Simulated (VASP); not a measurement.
# BAs (F-43m) in VASP: single point with PBE

Aim: the single point of BAs with PBE.

Everything below comes from runs of VASP 6.6.1. Logs are shortened: lines on timing, memory, paths and dates and some standing lists are left out, and cuts for length are marked.

**1. The cell of the first run**

Symmetry: F-43m, No. 216, cubic system. Conventional cell: a = 4.975 Å, b = 4.975 Å, c = 4.975 Å, α = 90.00°, β = 90.00°, γ = 90.00°. B (site symmetry -43m) has 4 As at 2.15 Å within 2.9 Å. As (site symmetry -43m) has 4 B at 2.15 Å within 2.9 Å.

**2. Single point, PBE (strain +4.0%)**

INCAR

```
PREC = Accurate
ENCUT = 500
EDIFF = 1E-6
ISMEAR = 0
SIGMA = 0.01
LREAL = F
LASPH = T
NELM = 120
ALGO = Normal
ISIF = 2
LWAVE = F
LCHARG = F
GGA = PE
NBANDS = 11
GGA_COMPAT = F
```

KPOINTS

```
Automatic mesh
0
Gamma
  6 6 6
```

POSCAR

```
BAs
1.0
    0.0000000000      2.4875423082      2.4875423082
    2.4875423082      0.0000000000      2.4875423082
    2.4875423082      2.4875423082      0.0000000000
B As
1 1
Direct
    0.0000000000      0.0000000000      0.0000000000
    0.2500000000      0.2500000000      0.2500000000
```

Potentials or basis: VASP PAW PBE potentials, release 64 (B, As).

Launch:

```bash
$ cat potpaw_PBE.64/B/POTCAR potpaw_PBE.64/As/POTCAR > POTCAR
$ mpirun -np 1 vasp_std > vasp.out
```

OUTCAR:

```text
PREC = Accurate
   ENCUT = 500
   EDIFF = 1E-6
   ISMEAR = 0
   LREAL = F
   LASPH = T
   NELM = 120
   ISIF = 2
   GGA = PE

 ion  position               nearest neighbor table
   1  0.000  0.000  0.000-   2 2.15   2 2.15   2 2.15   2 2.15
   2  0.250  0.250  0.250-   1 2.15   1 2.15   1 2.15   1 2.15

  LATTYP: Found a face centered cubic cell.
 ALAT       =     4.9750846164

  Lattice vectors:

 A1 = (   0.0000000000,   2.4875423082,   2.4875423082)
 A2 = (   2.4875423082,   0.0000000000,   2.4875423082)
 A3 = (   2.4875423082,   2.4875423082,   0.0000000000)

Analysis of symmetry for initial positions (statically):
=====================================================================
 Subroutine PRICEL returns:
 Original cell was already a primitive cell.

 Routine SETGRP: Setting up the symmetry group for a
 face centered cubic supercell.

 Subroutine GETGRP returns: Found 24 space group operations
 (whereof 24 operations were pure point group operations)
 out of a pool of 48 trial point group operations.

The static configuration has the point symmetry T_d .

Analysis of symmetry for dynamics (positions and initial velocities):
=====================================================================
 Subroutine PRICEL returns:
 Original cell was already a primitive cell.

 Routine SETGRP: Setting up the symmetry group for a
 face centered cubic supercell.

 Subroutine GETGRP returns: Found 24 space group operations
 (whereof 24 operations were pure point group operations)
 out of a pool of 48 trial point group operations.

The dynamic configuration has the point symmetry T_d .

 Subroutine INISYM returns: Found 24 space group operations
 (whereof 24 operations are pure point group operations),
 and found     1 'primitive' translations

----------------------------------------------------------------------------------------

                                     Primitive cell

  volume of cell :      30.7852

  direct lattice vectors                    reciprocal lattice vectors
     0.000000000  2.487542308  2.487542308    -0.201001606  0.201001606  0.201001606
     2.487542308  0.000000000  2.487542308     0.201001606 -0.201001606  0.201001606
     2.487542308  2.487542308  0.000000000     0.201001606  0.201001606 -0.201001606

  length of vectors
     3.517916069  3.517916069  3.517916069     0.348144995  0.348144995  0.348144995

  position of ions in fractional coordinates (direct lattice)
     0.000000000  0.000000000  0.000000000
     0.250000000  0.250000000  0.250000000

  ion indices of the primitive-cell ions
   primitive index   ion index
                 1           1
                 2           2

----------------------------------------------------------------------------------------

 KPOINTS: Automatic mesh

Automatic generation of k-mesh.
 Grid dimensions read from file:
 generate k-points for:    6    6    6

 Generating k-lattice:

  Cartesian coordinates                     Fractional coordinates (reciprocal lattice)
    -0.033500268  0.033500268  0.033500268     0.166666667  0.000000000  0.000000000
     0.033500268 -0.033500268  0.033500268     0.000000000  0.166666667  0.000000000
     0.033500268  0.033500268 -0.033500268     0.000000000  0.000000000  0.166666667

  Length of vectors
     0.058024166  0.058024166  0.058024166

  Shift w.r.t. Gamma in fractional coordinates (k-lattice)
     0.000000000  0.000000000  0.000000000

 Subroutine IBZKPT returns following result:
 ===========================================

 Found     16 irreducible k-points:

 Following reciprocal coordinates:
            Coordinates               Weight
  0.000000  0.000000  0.000000      1.000000
  0.166667  0.000000  0.000000      8.000000
  0.333333  0.000000  0.000000      8.000000
  0.500000  0.000000  0.000000      4.000000
  0.166667  0.166667  0.000000      6.000000
  0.333333  0.166667  0.000000     24.000000
[... 8 lines left out ...]
 -0.333333  0.333333  0.166667     24.000000
 -0.333333  0.500000  0.166667     12.000000
   k-points           NKPTS =     16   k-points in BZ     NKDIM =     16   number of bands    NBANDS=     11
   number of dos      NEDOS =    301   number of ions     NIONS =      2
   total plane-waves  NPLWV =  21952
   dimension x,y,z NGX =    28 NGY =   28 NGZ =   28
   dimension x,y,z NGXF=    56 NGYF=   56 NGZF=   56
   ions per type =               1   1
   NGX,Y,Z   is equivalent  to a cutoff of  13.23, 13.23, 13.23 a.u.
   NGXF,Y,Z  is equivalent  to a cutoff of  26.46, 26.46, 26.46 a.u.
 SYSTEM =  unknown system
   PREC   = accura    normal or accurate (medium, high low for compatibility)
   ISTART =      0    job   : 0-new  1-cont  2-samecut
   ICHARG =      2    charge: 1-file 2-atom 10-const
   ISPIN  =      1    spin polarized calculation?
   LNONCOLLINEAR =      F non collinear calculations
   LSORBIT =      F    spin-orbit coupling
   LASPH  =      T    aspherical Exc in radial PAW
   ENCUT  =  500.0 eV  36.75 Ry    6.06 a.u.   6.41  6.41  6.41*2*pi/ulx,y,z
   NELM   =    120;   NELMIN=  2; NELMDL= -5     # of ELM steps
   EDIFF  = 0.1E-05   stopping-criterion for ELM
   LREAL  =      F    real-space projection
   EDIFFG = 0.1E-04   stopping-criterion for IOM
   NSW    =      0    number of steps for IOM
   IBRION =     -1    ionic relax: 0-MD 1-quasi-New 2-CG
   NFREE  =      0    steps in history (QN), initial steepest desc. (CG)
   ISIF   =      2    stress and relaxation
   ISYM   =      2    0-nonsym 1-usesym 2-fastsym
   POTIM  = 0.5000    time-step for ionic-motion
   TEBEG  =    0.0;   TEEND  =   0.0 temperature during run
   PSTRESS=    0.0 pullay stress
   NELECT =       8.0000    total number of electrons
   NUPDOWN=      -1.0000    fix difference up-down
   EMIN   =  10.00;   EMAX   =-10.00  energy-range for DOS
   EFERMI =   0.00;   METHOD = LEGACY
   ISMEAR =     0;   SIGMA  =   0.01  broadening in eV -4-tet -1-fermi 0-gaus
   EFERMI_NEDOS =   21; number of points for ismear=-14 and -15
   IALGO  =     38    algorithm
   IMIX   =      4    mixing-type and parameters
     AMIX     =   0.40;   BMIX     =  1.00
     AMIX_MAG =   1.60;   BMIX_MAG =  1.00
  volume/ion in A,a.u.               =      15.39       103.87
  Fermi-wavevector in a.u.,A,eV,Ry     =   1.044699  1.974194 14.849333  1.091395
  Thomas-Fermi vector in A             =   2.179463
   LORBIT       =      0    0 simple, 1 ext, 2 COOP (PROOUT), +10 PAW based schemes
   GGA     = PE    functional components
   LHFCALC =     F    Hartree Fock is set to
   AEXX    =    0.0000 exact exchange contribution
   IVDW    =     0    specifies the selected vdW correction
   LEPSILON=     F    determine dielectric tensor
   LRPA    =     F    only Hartree local field effects (RPA)
 non-spin polarized calculation
 Gauss-broadening in eV      SIGMA  =   0.01
  energy-cutoff  :      500.00
  volume of cell :       30.79
 maximum number of plane-waves:       797
 NGX is ok and might be reduce to    28
   NGX = 13   NGY = 13   NGZ = 13

 number of electron       8.0000001 magnetization

 Free energy of the ion-electron system (eV)
  ---------------------------------------------------
  ext. energy  EPLUGINS =         0.00000000
  ---------------------------------------------------
  free energy    TOTEN  =       -11.29435917 eV

  energy without entropy =      -11.29435917  energy(sigma->0) =      -11.29435917

 E-fermi :   4.9686     XC(G=0): -10.0600

 val. band max:        4.8547038878   @ k =   0.0000   0.0000   0.0000
 cond. band min:       6.2226945672   @ k =   0.3333   0.3333   0.0000
 fundamental gap:      1.3679906794
 Fermi energy:         4.9685647269

 k-point     1 :       0.0000    0.0000    0.0000
  band No.  band energies     occupation
      1      -9.4955      2.00000
      2       4.8547      2.00000
      3       4.8547      2.00000
      4       4.8547      2.00000
      5       7.9854      0.00000
      6       7.9854      0.00000
      7       7.9854      0.00000
      8       8.0542      0.00000
      9      13.8843      0.00000
     10      17.3268      0.00000
     11      17.3268      0.00000

 k-point     2 :       0.1667    0.0000    0.0000
  band No.  band energies     occupation
      1      -9.0933      2.00000
      2       2.0669      2.00000
      3       4.2593      2.00000
      4       4.2593      2.00000
      5       7.5693      0.00000
      6       8.7717      0.00000
      7       8.7717      0.00000
      8      10.5025      0.00000
      9      15.1678      0.00000
     10      15.8622      0.00000
     11      15.8622      0.00000

 k-point     3 :       0.3333    0.0000    0.0000
  band No.  band energies     occupation
      1      -7.9896      2.00000
      2      -1.3394      2.00000
      3       3.5121      2.00000
      4       3.5121      2.00000
      5       7.0633      0.00000
      6       9.4598      0.00000
      7       9.4598      0.00000
      8      12.9282      0.00000
      9      15.6400      0.00000
     10      16.4256      0.00000
     11      16.4256      0.00000

 k-point     4 :       0.5000    0.0000    0.0000
  band No.  band energies     occupation
      1      -7.0466      2.00000
      2      -3.0962      2.00000
      3       3.2353      2.00000
      4       3.2353      2.00000
      5       6.8726      0.00000
      6       9.4824      0.00000
      7       9.4824      0.00000
      8      13.4355      0.00000
      9      16.7315      0.00000
     10      18.5619      0.00000
     11      18.5619      0.00000
[... 127 lines left out ...]
 k-point    14 :       0.5000    0.3333    0.1667
  band No.  band energies     occupation
      1      -7.0552      2.00000
      2      -1.5234      2.00000
      3       0.5690      2.00000
      4       2.0369      2.00000
      5       8.4659      0.00000
      6       9.6044      0.00000
      7      10.3833      0.00000
      8      13.0613      0.00000
      9      15.6203      0.00000
     10      17.6355      0.00000
     11      19.6643      0.00000

 k-point    15 :      -0.3333    0.3333    0.1667
  band No.  band energies     occupation
      1      -6.2302      2.00000
      2      -2.5811      2.00000
      3       0.0528      2.00000
      4       1.4865      2.00000
      5       8.9744      0.00000
      6       9.7180      0.00000
      7      11.7171      0.00000
      8      12.9658      0.00000
      9      14.5380      0.00000
     10      18.3989      0.00000
     11      19.7313      0.00000

 k-point    16 :      -0.3333    0.5000    0.1667
  band No.  band energies     occupation
      1      -5.8400      2.00000
      2      -2.7769      2.00000
      3       0.3483      2.00000
      4       0.5350      2.00000
      5       8.5586      0.00000
      6       8.6096      0.00000
      7      12.7412      0.00000
      8      13.0168      0.00000
      9      16.2042      0.00000
     10      19.0642      0.00000
     11      19.8368      0.00000

------------------------ aborting loop because EDIFF is reached ----------------------------------------

  FORCE on cell =-STRESS in cart. coord.  units (eV):
  Direction    XX          YY          ZZ          XY          YZ          ZX
  --------------------------------------------------------------------------------------
  -------------------------------------------------------------------------------------
  Total       -2.0093409     -2.0093409     -2.0093409     -0.0000000     -0.0000000      0.0000000
  in kB     -104.5737741   -104.5737741   -104.5737741     -0.0000000     -0.0000000      0.0000000
  external PRESSURE =    -104.5737741 kB  Pullay stress =       0.0000000 kB

 VOLUME and BASIS-vectors are now :
 -----------------------------------------------------------------------------
  energy-cutoff  :      500.00
  volume of cell :       30.79
      direct lattice vectors                 reciprocal lattice vectors
     0.000000000  2.487542308  2.487542308    -0.201001606  0.201001606  0.201001606
     2.487542308  0.000000000  2.487542308     0.201001606 -0.201001606  0.201001606
     2.487542308  2.487542308  0.000000000     0.201001606  0.201001606 -0.201001606

 POSITION                                       TOTAL-FORCE (eV/Angst)
 -----------------------------------------------------------------------------------
      0.00000      0.00000      0.00000         0.000000      0.000000      0.000000
      1.24377      1.24377      1.24377        -0.000000     -0.000000     -0.000000
 -----------------------------------------------------------------------------------
    total drift:                                0.000000      0.000000      0.000000

  FREE ENERGIE OF THE ION-ELECTRON SYSTEM (eV)
  ---------------------------------------------------
  free  energy   TOTEN  =       -11.2943591724 eV

  energy  without entropy=      -11.2943591724  energy(sigma->0) =      -11.29435917
```

Wall time 5.6 s (1 thread of Intel Xeon Platinum 8488C (Sapphire Rapids), shared host); peak memory 0.15 GiB.

What came out:

```yaml
Free_energy: -11.2944 eV
Pressure: -10.5 GPa
Band_gap_on_the_k_mesh: 1.37 eV, indirect (least direct gap 3.13 eV)
```

Caveat: the cell differs from its parent crystal (strain +4.0%). A k mesh can miss the band edges.
